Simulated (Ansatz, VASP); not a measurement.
**One calculation of PbSe, two programs**

File INCAR:

```
SYSTEM = PbSe
PREC = Accurate ; ENCUT = 520
EDIFF = 1E-8 ; ISMEAR = -1
SIGMA = 0.01 ; LREAL = .False.
LASPH = .True. ; NELM = 60
ALGO = Normal ; ISIF = 2
LWAVE = .False. ; LCHARG = .False.
GGA = PE ; LEFG = .True.
NBANDS = 17
```

File KPOINTS:

```
regular mesh
0
Gamma
  9 9 9
  0 0 0
```

Contents of POSCAR:

```
PbSe
1.0
    0.0000000000      3.0621500000      3.0315285000
    3.0621500000      0.0000000000      3.0315285000
    3.0621500000      3.0621500000      0.0000000000
Pb Se
1 1
Direct
    0.0000000000      0.0000000000      0.0000000000
    0.5000000000      0.5000000000      0.5000000000
```

Input for Ansatz:

```yaml
crystal:
  lattice:
    - [0.0, 3.06215, 3.0315285]
    - [3.06215, 0.0, 3.0315285]
    - [3.06215, 3.06215, 0.0]
  atoms:
    - { symbol: Pb, position: [0.0, 0.0, 0.0] }
    - { symbol: Se, position: [0.5, 0.5, 0.5] }
kpoints:
  mp_grid: { grid: [9, 9, 9] }
scf:
  occupations: { method: fermi_dirac, width: 0.01 }
hamiltonian:
  xc: pbe
  pseudopotentials: { kind: paw }
output:
  forces: true
  stress: true
  eigenvalues: true
  efg: { contact_densities: true }
```

Change from the starting cell: zz strain of -1 %, PAW files.

Alike in both runs: task electric field gradients; functional PBE; k mesh 9 × 9 × 9; occupations fermi-dirac, width 0.01 eV; no spin polarisation.

|  | VASP | Ansatz |
| --- | --- | --- |
| version | VASP 6.6.1 | Ansatz 0.2.0 |
| potentials or method | VASP PAW PBE potentials, release 64 (Pb_d, Se) | PAW with Ansatz's default frozen-core files, scalar-relativistic |
| plane-wave cutoff (eV) | 520 | 420 |
| valence electrons in the cell | 20 | 30 |

|  | VASP | Ansatz | Ansatz less VASP |
| --- | --- | --- | --- |
| gap on the k mesh at the Fermi level (eV) | 0.68 | 0.68 | -0.002 |
| pressure (GPa) | 2.9 | 2.9 | +0.01 |
| traceless stress, the component that is largest in VASP (GPa) | 0.91 | 0.91 | -0.003 |
| size of Vzz on the site where it differs most (V/Å²) | 31.4 | 33.3 | +1.89 |

The functional is the same, so the differences come from potentials, cutoffs and numerics. VASP's potentials hold 20 valence electrons a cell and Ansatz's 30, so a difference there can come from the potentials and not from the codes.

Neither program's run includes spin-orbit coupling.
